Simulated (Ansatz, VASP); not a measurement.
## Two plane-wave programs on FeSi2

```xyz
3
Lattice="2.7566 0.0000 0.0000 0.0000 2.7566 0.0000 0.0000 0.0000 5.2596" Properties=species:S:1:pos:R:3 pbc="T T T"
Fe    0.0000    0.0000    0.0000
Si    1.3783    1.3783    1.4156
Si    1.3783    1.3783    3.8440
```

Change from the starting cell: equal strain along all axes, cell held, atoms relaxed: +3.0 %.

Alike in both runs: functional PBEsol; k mesh 16 × 16 × 8; occupations gaussian, width 0.1 eV; no spin polarisation.

Ansatz relaxed the structure, and its values are those at the end. VASP's run is a single point on that final structure, the one shown.

|  | VASP | Ansatz |
| --- | --- | --- |
| version | VASP 6.6.1 | Ansatz 0.2.0 |
| potentials or method | VASP PAW PBE potentials, release 64 (Fe, Si), cutoff 520 eV | scalar-relativistic, plane waves, PAW |
| valence electrons in the cell | 16 | 24 |

```csv
,VASP,Ansatz,Ansatz less VASP
gap on the k mesh at the Fermi level (eV),none,none,-
pressure (GPa),-14.0,-14.3,-0.27
rms of the force components (eV/Å),0.006,0.000,-0.0057
```

VASP's potentials were made for PBE, not for PBEsol. A gap of «none» marks a metal or a gap that the smearing closes. VASP's potentials hold 16 valence electrons a cell and Ansatz's 24, so a difference there can come from the potentials and not from the codes. Ansatz's warnings: stress scf threshold loose.
